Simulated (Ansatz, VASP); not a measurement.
**Sn: VASP beside Ansatz**

```
Sn
1.0
    -2.91585    2.91585    1.55884
     2.91585   -2.91585    1.55884
     2.91585    2.91585   -1.55884
Sn
2
Cartesian
  0.0000 0.0000 0.0000
  0.0000 2.9158 0.7794
```

Change from the starting cell: zz strain of -2 %.

Alike in both runs: task single point; functional LDA; k mesh 15 × 15 × 15; occupations fermi-dirac, width 0.05 eV; no spin polarisation.

```csv
,VASP,Ansatz
version,VASP 6.6.1,Ansatz 0.2.0
potentials or method,"VASP PAW LDA potentials, release 64 (Sn_d), cutoff 520 eV","all-electron LAPW, scalar-relativistic"
```

|  | VASP | Ansatz | Ansatz less VASP |
| --- | --- | --- | --- |
| pressure (GPa) | -0.7 | -0.7 | -0.01 |
| traceless stress, the component that is largest in VASP (GPa) | 0.08 | 0.07 | -0.011 |

LDA's correlation is that of Perdew and Zunger in VASP and of Perdew and Wang (1992) in Ansatz. Ansatz ran all-electron here, and VASP with PAW potentials.
